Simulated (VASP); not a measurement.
# Li16F (a cell with a defect) in VASP: notebook

Li16F (a cell with a defect) is run at these levels: PBE; tasks: single point.

All numbers are computed with VASP 6.6.1; they aren't measurements. Logs are shortened: lines on timing, memory, paths and dates and some standing lists are left out, and cuts for length are marked.

### Step 1. The cell of the first run

The cell holds a defect, 17 atoms: a = 6.980 Å, b = 6.980 Å, c = 6.980 Å, α = 90.00°, β = 90.00°, γ = 90.00°.

### Step 2. Single point, PBE

The input, INCAR:

```
  PREC = Accurate
  ENCUT = 520
  EDIFF = 1E-7
  ISMEAR = 0
  SIGMA = 0.15
  LREAL = Auto
  LASPH = T
  NELM = 100
  ALGO = Normal
  ISIF = 2
  LWAVE = F
  LCHARG = T
  GGA = PE
  LELF = T
  LVHAR = T
  NBANDS = 42
```

The input, KPOINTS:

```
regular mesh
0
Gamma
  3 3 3
```

The input, POSCAR:

```
Li16F
1.0
    6.9800000000      0.0000000000      0.0000000000
    0.0000000000      6.9800000000      0.0000000000
    0.0000000000      0.0000000000      6.9800000000
Li F
16 1
Direct
   -0.0000236390     -0.0232501433      0.0457541547
    0.4999396848      0.0242144699     -0.0003734957
   -0.0000641834      0.4913818052     -0.0085581662
   -0.0000732092     -0.0252310888      0.4748810888
    0.2570280802      0.2639959885      0.2608892550
    0.4999255014      0.4874553009     -0.0124207736
    0.4999353868      0.0062124642      0.5063120344
    0.7428137536      0.2639839542      0.2608693410
   -0.0001008596      0.5457471347      0.4768111748
    0.2690889685      0.7484495702      0.2485818052
    0.2219859599      0.2387352436      0.7388558739
    0.4999169054      0.4994560172      0.5243840974
    0.7307422636      0.7484308023      0.2485936963
    0.7778722063      0.2387392550      0.7388666189
    0.2570587393      0.7607998567      0.7640779370
    0.7428204871      0.7608174785      0.7640982808
   -0.0000866762      0.7826031519      0.2825646132
```

Potentials or basis: VASP PAW PBE potentials, release 64 (Li_sv, F).

Started as:

```console
> cat potpaw_PBE.64/Li_sv/POTCAR potpaw_PBE.64/F/POTCAR > POTCAR
> mpirun -np 1 vasp_std > vasp.out
```

OUTCAR:

```text
PREC = Accurate
   ENCUT = 520
   EDIFF = 1E-7
   ISMEAR = 0
   LREAL = Auto
   LASPH = T
   NELM = 100
   ISIF = 2
   GGA = PE

 ion  position               nearest neighbor table
   1  1.000  0.977  0.046-  17 2.14
   2  0.500  0.024  1.000-
   3  1.000  0.491  0.991-
   4  1.000  0.975  0.475-  17 1.90
   5  0.257  0.264  0.261-
   6  0.500  0.487  0.988-
   7  0.500  0.006  0.506-
   8  0.743  0.264  0.261-
   9  1.000  0.546  0.477-  17 2.14
  10  0.269  0.748  0.249-  17 1.91
  11  0.222  0.239  0.739-
  12  0.500  0.499  0.524-
  13  0.731  0.748  0.249-  17 1.91
  14  0.778  0.239  0.739-
  15  0.257  0.761  0.764-
  16  0.743  0.761  0.764-
  17  1.000  0.783  0.283-   4 1.90  13 1.91  10 1.91   1 2.14   9 2.14

  LATTYP: Found a simple cubic cell.
 ALAT       =     6.9800000000

  Lattice vectors:

 A1 = (   6.9800000000,   0.0000000000,   0.0000000000)
 A2 = (   0.0000000000,   6.9800000000,   0.0000000000)
 A3 = (   0.0000000000,   0.0000000000,   6.9800000000)

Analysis of symmetry for initial positions (statically):
=====================================================================
 Subroutine PRICEL returns:
 Original cell was already a primitive cell.

 Routine SETGRP: Setting up the symmetry group for a
 simple cubic supercell.

 Subroutine GETGRP returns: Found  1 space group operations
 (whereof  1 operations were pure point group operations)
 out of a pool of 48 trial point group operations.

The static configuration has the point symmetry C_1 .

Analysis of symmetry for dynamics (positions and initial velocities):
=====================================================================
 Subroutine PRICEL returns:
 Original cell was already a primitive cell.

 Routine SETGRP: Setting up the symmetry group for a
 simple cubic supercell.

 Subroutine GETGRP returns: Found  1 space group operations
 (whereof  1 operations were pure point group operations)
 out of a pool of 48 trial point group operations.

The dynamic configuration has the point symmetry C_1 .

 Subroutine INISYM returns: Found  1 space group operations
 (whereof  1 operations are pure point group operations),
 and found     1 'primitive' translations

----------------------------------------------------------------------------------------

                                     Primitive cell

  volume of cell :     340.0684

  direct lattice vectors                    reciprocal lattice vectors
     6.980000000  0.000000000  0.000000000     0.143266476  0.000000000  0.000000000
     0.000000000  6.980000000  0.000000000     0.000000000  0.143266476  0.000000000
     0.000000000  0.000000000  6.980000000     0.000000000  0.000000000  0.143266476

  length of vectors
     6.980000000  6.980000000  6.980000000     0.143266476  0.143266476  0.143266476

  position of ions in fractional coordinates (direct lattice)
     0.999976361  0.976749857  0.045754155
     0.499939685  0.024214470  0.999626504
     0.999935817  0.491381805  0.991441834
     0.999926791  0.974768911  0.474881089
     0.257028080  0.263995988  0.260889255
     0.499925501  0.487455301  0.987579226
[... 9 lines left out ...]
     0.742820487  0.760817479  0.764098281
     0.999913324  0.782603152  0.282564613

  ion indices of the primitive-cell ions
   primitive index   ion index
                 1           1
                 2           2
                 3           3
                 4           4
                 5           5
                 6           6
[... 9 lines left out ...]
                16          16
                17          17

----------------------------------------------------------------------------------------

 KPOINTS: regular mesh

Automatic generation of k-mesh.
 Grid dimensions read from file:
 generate k-points for:    3    3    3

 Generating k-lattice:

  Cartesian coordinates                     Fractional coordinates (reciprocal lattice)
     0.047755492  0.000000000  0.000000000     0.333333333  0.000000000  0.000000000
     0.000000000  0.047755492  0.000000000     0.000000000  0.333333333  0.000000000
     0.000000000  0.000000000  0.047755492     0.000000000  0.000000000  0.333333333

  Length of vectors
     0.047755492  0.047755492  0.047755492

  Shift w.r.t. Gamma in fractional coordinates (k-lattice)
     0.000000000  0.000000000  0.000000000

 Subroutine IBZKPT returns following result:
 ===========================================

 Found     14 irreducible k-points:

 Following reciprocal coordinates:
            Coordinates               Weight
  0.000000  0.000000  0.000000      1.000000
  0.333333  0.000000  0.000000      2.000000
  0.000000  0.333333  0.000000      2.000000
  0.000000  0.000000  0.333333      2.000000
  0.333333  0.333333  0.000000      2.000000
  0.000000  0.333333  0.333333      2.000000
  0.333333  0.000000  0.333333      2.000000
 -0.333333  0.333333  0.000000      2.000000
 -0.333333  0.000000  0.333333      2.000000
  0.000000 -0.333333  0.333333      2.000000
  0.333333  0.333333  0.333333      2.000000
 -0.333333  0.333333  0.333333      2.000000
 -0.333333 -0.333333  0.333333      2.000000
  0.333333 -0.333333  0.333333      2.000000
   k-points           NKPTS =     14   k-points in BZ     NKDIM =     14   number of bands    NBANDS=     42
   number of dos      NEDOS =    301   number of ions     NIONS =     17
   total plane-waves  NPLWV = 157464
   dimension x,y,z NGX =    54 NGY =   54 NGZ =   54
   dimension x,y,z NGXF=   108 NGYF=  108 NGZF=  108
   ions per type =              16   1
   NGX,Y,Z   is equivalent  to a cutoff of  12.86, 12.86, 12.86 a.u.
   NGXF,Y,Z  is equivalent  to a cutoff of  25.72, 25.72, 25.72 a.u.
 SYSTEM =  unknown system
   PREC   = accura    normal or accurate (medium, high low for compatibility)
   ISTART =      0    job   : 0-new  1-cont  2-samecut
   ICHARG =      2    charge: 1-file 2-atom 10-const
   ISPIN  =      1    spin polarized calculation?
   LNONCOLLINEAR =      F non collinear calculations
   LSORBIT =      F    spin-orbit coupling
   LASPH  =      T    aspherical Exc in radial PAW
   ENCUT  =  520.0 eV  38.22 Ry    6.18 a.u.  12.98 12.98 12.98*2*pi/ulx,y,z
   NELM   =    100;   NELMIN=  2; NELMDL= -5     # of ELM steps
   EDIFF  = 0.1E-06   stopping-criterion for ELM
   LREAL  =      T    real-space projection
   EDIFFG = 0.1E-05   stopping-criterion for IOM
   NSW    =      0    number of steps for IOM
   IBRION =     -1    ionic relax: 0-MD 1-quasi-New 2-CG
   NFREE  =      0    steps in history (QN), initial steepest desc. (CG)
   ISIF   =      2    stress and relaxation
   ISYM   =      2    0-nonsym 1-usesym 2-fastsym
   POTIM  = 0.5000    time-step for ionic-motion
   TEBEG  =    0.0;   TEEND  =   0.0 temperature during run
   PSTRESS=    0.0 pullay stress
   NELECT =      55.0000    total number of electrons
   NUPDOWN=      -1.0000    fix difference up-down
   EMIN   =  10.00;   EMAX   =-10.00  energy-range for DOS
   EFERMI =   0.00;   METHOD = LEGACY
   ISMEAR =     0;   SIGMA  =   0.15  broadening in eV -4-tet -1-fermi 0-gaus
   EFERMI_NEDOS =   21; number of points for ismear=-14 and -15
   IALGO  =     38    algorithm
   IMIX   =      4    mixing-type and parameters
     AMIX     =   0.40;   BMIX     =  1.00
     AMIX_MAG =   1.60;   BMIX_MAG =  1.00
  volume/ion in A,a.u.               =      20.00       134.99
  Fermi-wavevector in a.u.,A,eV,Ry     =   0.891950  1.685540 10.824442  0.795574
  Thomas-Fermi vector in A             =   2.013836
   LORBIT       =      0    0 simple, 1 ext, 2 COOP (PROOUT), +10 PAW based schemes
   GGA     = PE    functional components
   LHFCALC =     F    Hartree Fock is set to
   AEXX    =    0.0000 exact exchange contribution
   IVDW    =     0    specifies the selected vdW correction
   LEPSILON=     F    determine dielectric tensor
   LRPA    =     F    only Hartree local field effects (RPA)
 non-spin polarized calculation
 Gauss-broadening in eV      SIGMA  =   0.15
  energy-cutoff  :      520.00
  volume of cell :      340.07
 maximum number of plane-waves:      9180
 NGX is ok and might be reduce to    54
   NGX = 25   NGY = 25   NGZ = 25

 number of electron      54.9999983 magnetization

 Free energy of the ion-electron system (eV)
  ---------------------------------------------------
  ext. energy  EPLUGINS =         0.00000000
  ---------------------------------------------------
  free energy    TOTEN  =       -37.49894832 eV

  energy without entropy =      -37.40302080  energy(sigma->0) =      -37.45098456

 E-fermi :   0.6943     XC(G=0):  -7.0413

 val. band max:        0.6488803071   @ k =   0.3333   0.0000   0.3333
 cond. band min:       0.7053953787   @ k =   0.0000   0.3333   0.3333
 fundamental gap:      0.0565150716
 Fermi energy:         0.6942638187

 k-point     1 :       0.0000    0.0000    0.0000
  band No.  band energies     occupation
      1     -46.2346      2.00000
      2     -46.2337      2.00000
      3     -46.1540      2.00000
      4     -46.0349      2.00000
      5     -46.0197      2.00000
      6     -46.0190      2.00000
[... 31 lines left out ...]
     38       3.8375      0.00000
     39       3.9419      0.00000

 k-point     2 :       0.3333    0.0000    0.0000
  band No.  band energies     occupation
      1     -46.2346      2.00000
      2     -46.2337      2.00000
      3     -46.1540      2.00000
      4     -46.0347      2.00000
      5     -46.0206      2.00000
      6     -46.0183      2.00000
[... 493 lines left out ...]
     38       3.8742      0.00000
     39       4.1507      0.00000

 k-point    14 :       0.3333   -0.3333    0.3333
  band No.  band energies     occupation
      1     -46.2346      2.00000
      2     -46.2338      2.00000
      3     -46.1541      2.00000
      4     -46.0347      2.00000
      5     -46.0206      2.00000
      6     -46.0184      2.00000
[... 31 lines left out ...]
     38       3.8743      0.00000
     39       4.1508      0.00000
 [bands above 39 left out]

------------------------ aborting loop because EDIFF is reached ----------------------------------------

  FORCE on cell =-STRESS in cart. coord.  units (eV):
  Direction    XX          YY          ZZ          XY          YZ          ZX
  --------------------------------------------------------------------------------------
  -------------------------------------------------------------------------------------
  Total       -0.7610565     -1.6984493     -1.7003029      0.0008214      0.7725458      0.0004382
  in kB       -3.5855948     -8.0019699     -8.0107028      0.0038698      3.6397249      0.0020647
  external PRESSURE =      -6.5327558 kB  Pullay stress =       0.0000000 kB

 VOLUME and BASIS-vectors are now :
 -----------------------------------------------------------------------------
  energy-cutoff  :      520.00
  volume of cell :      340.07
      direct lattice vectors                 reciprocal lattice vectors
     6.980000000  0.000000000  0.000000000     0.143266476  0.000000000  0.000000000
     0.000000000  6.980000000  0.000000000     0.000000000  0.143266476  0.000000000
     0.000000000  0.000000000  6.980000000     0.000000000  0.000000000  0.143266476

 POSITION                                       TOTAL-FORCE (eV/Angst)
 -----------------------------------------------------------------------------------
      6.97983      6.81771      0.31936        -0.000628      0.002731     -0.011673
      3.48958      0.16902      6.97739        -0.000311     -0.006006     -0.005612
      6.97955      3.42985      6.92026         0.000753      0.011431      0.011030
      6.97949      6.80389      3.31467         0.000011      0.007079      0.006361
      1.79406      1.84269      1.82101        -0.000885     -0.001201     -0.001578
      3.48948      3.40244      6.89330         0.000286      0.002026      0.001788
[... 9 lines left out ...]
      5.18489      5.31051      5.33341         0.000158     -0.002531     -0.001057
      6.97940      5.46257      1.97230         0.000582     -0.007624     -0.006369
 -----------------------------------------------------------------------------------
    total drift:                                0.002393     -0.004449     -0.004743

  FREE ENERGIE OF THE ION-ELECTRON SYSTEM (eV)
  ---------------------------------------------------
  free  energy   TOTEN  =       -37.4989483204 eV

  energy  without entropy=      -37.4030207988  energy(sigma->0) =      -37.45098456
```

Wall time 3.5 min (1 thread of AMD EPYC 9R45 (Zen 5), shared host); peak memory 0.39 GiB.

Results:

```
Free energy   : -37.4989 eV
Largest force : 0.016 eV/Å
```

Forces on the atoms (eV/Å):
```
Li  -0.001  0.003 -0.012
Li   0.000 -0.006 -0.006
Li   0.001  0.011  0.011
Li   0.000  0.007  0.006
Li  -0.001 -0.001 -0.002
Li   0.000  0.002  0.002
Li   0.001  0.001  0.001
Li   0.000 -0.001 -0.002
Li   0.000 -0.013  0.004
Li   0.007 -0.001 -0.001
Li   0.006  0.008  0.007
Li   0.000 -0.005 -0.006
Li  -0.008 -0.001 -0.002
Li  -0.006  0.008  0.007
Li  -0.001 -0.002 -0.001
Li   0.000 -0.003 -0.001
F    0.001 -0.008 -0.006
```

Levels at points of the mesh, in eV from the Fermi level:
| k point | band 25 | band 26 | band 27 | band 28 | band 29 | band 30 |
| --- | --- | --- | --- | --- | --- | --- |
| (0.00, 0.00, 0.00) | -1.00 | -0.98 | -0.62 | 0.23 | 0.24 | 0.25 |

Caveat: the cutoff is under 1.25 times the usual one of these potentials, so pressure, stress and relaxed cells hold a basis-set (Pulay) error; an odd number of electrons without spin polarisation forces a metal; a magnetic or distorted state may lie lower.

[end of part 1 of 2]
